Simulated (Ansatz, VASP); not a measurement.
**SiO2 in VASP and in Ansatz**

INCAR

```
PREC     = Accurate       # precision mode
ENCUT    = 600            # plane-wave cutoff, eV
EDIFF    = 1E-6           # SCF threshold, eV
ISMEAR   = 0              # smearing method
SIGMA    = 0.02           # smearing width, eV
LREAL    = False          # projectors in reciprocal space
LASPH    = True           # aspherical terms in the spheres
NELM     = 60             # most SCF steps
ALGO     = Normal         # electronic algorithm
ISIF     = 3              # what is computed and relaxed
LWAVE    = False          # write WAVECAR
LCHARG   = False          # write CHGCAR
IBRION   = 2              # ionic algorithm
NSW      = 100            # ionic steps
EDIFFG   = -0.005         # ionic threshold
```

Contents of KPOINTS:

```
Automatic mesh
0
Gamma
  6 6 4
```

POSCAR

```
SiO2
1.0
    5.0605222284      0.0000000000      0.0000000000
   -2.5302611142      4.3825408062      0.0000000000
    0.0000000000      0.0000000000      5.5413533100
Si O
3 6
Direct
    0.0000000000      0.5000000000      0.3333333300
    0.5000000000      0.5000000000      0.6666666700
    0.5000000000      0.0000000000      0.0000000000
    0.5827892600      0.7913946300      0.8333333300
    0.7913946300      0.5827892600      0.5000000000
    0.7913946300      0.2086053700      0.1666666700
    0.4172107400      0.2086053700      0.8333333300
    0.2086053700      0.4172107400      0.5000000000
    0.2086053700      0.7913946300      0.1666666700
```

Input for Ansatz:

```yaml
crystal:
  lattice:
    - [5.0605222284, 0.0, 0.0]
    - [-2.5302611142, 4.3825408062, 0.0]
    - [0.0, 0.0, 5.54135331]
  atoms:
    - { symbol: Si, position: [0.0, 0.5, 0.33333333] }
    - { symbol: Si, position: [0.5, 0.5, 0.66666667] }
    - { symbol: Si, position: [0.5, 0.0, 0.0] }
    - { symbol: O, position: [0.58278926, 0.79139463, 0.83333333] }
    - { symbol: O, position: [0.79139463, 0.58278926, 0.5] }
    - { symbol: O, position: [0.79139463, 0.20860537, 0.16666667] }
    - { symbol: O, position: [0.41721074, 0.20860537, 0.83333333] }
    - { symbol: O, position: [0.20860537, 0.41721074, 0.5] }
    - { symbol: O, position: [0.20860537, 0.79139463, 0.16666667] }
basis:
  ecutwfc: 420
kpoints:
  mp_grid: { grid: [6, 6, 4] }
hamiltonian:
  xc: lda
scf:
  occupations: { method: gaussian, width: 0.02 }
output:
  forces: true
  stress: true
  eigenvalues: true
relax:
  adjacent_minimum: "off"
  f_tol: 0.005
  max_steps: 80
  cell: { stress_tol: 0.05 }
```

Alike in both runs: task relaxation of cell and atoms; functional LDA; k mesh 6 × 6 × 4; occupations gaussian, width 0.02 eV; no spin polarisation.

```csv
,VASP,Ansatz
version,VASP 6.6.1,Ansatz 0.2.0
potentials or method,"VASP PAW LDA potentials, release 64 (Si, O), cutoff 600 eV","scalar-relativistic, plane waves, PAW"
valence electrons in the cell,48,48
```

```tsv
	VASP	Ansatz	Ansatz less VASP
gap on the k mesh at the Fermi level, each at its own relaxed structure (eV)	5.49	5.50	+0.009
relaxed volume (Å³/atom)	13.52	13.50	-0.027
relaxed length of the cell vector where the two differ most in proportion (Å)	5.043	5.039	-0.0043
```

LDA's correlation is that of Perdew and Zunger in VASP and of Perdew and Wang (1992) in Ansatz.
